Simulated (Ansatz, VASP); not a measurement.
**Two plane-wave programs on Nb2Si**

```
CELL_PARAMETERS angstrom
0.00000 3.60940 3.60940
3.60940 0.00000 3.60940
3.60940 3.60940 0.00000
ATOMIC_POSITIONS crystal
Nb 0.62500 0.62500 0.62500
Nb 0.12500 0.62500 0.62500
Nb 0.62500 0.62500 0.12500
Nb 0.62500 0.12500 0.62500
Si 0.00000 0.00000 0.00000
Si 0.25000 0.25000 0.25000
```

Alike in both runs: task single point; functional PBE; k mesh 4 × 4 × 4; occupations gaussian, width 0.1 eV; no spin polarisation.

```csv
,VASP,Ansatz
version,VASP 6.6.1,Ansatz 0.2.0
potentials or method,"VASP PAW PBE potentials, release 64 (Nb_sv, Si), cutoff 520 eV","scalar-relativistic, plane waves, PAW"
valence electrons in the cell,60,60
```

|  | VASP | Ansatz | Ansatz less VASP |
| --- | --- | --- | --- |
| gap on the k mesh at the Fermi level (eV) | none | none | - |
| pressure (GPa) | 25.5 | 25.7 | +0.23 |

A gap of «none» marks a metal or a gap that the smearing closes. With one functional, cell and mesh, what is left measures potentials, basis and numerics.

The k mesh is coarse, so the values compare programs but aren't converged.
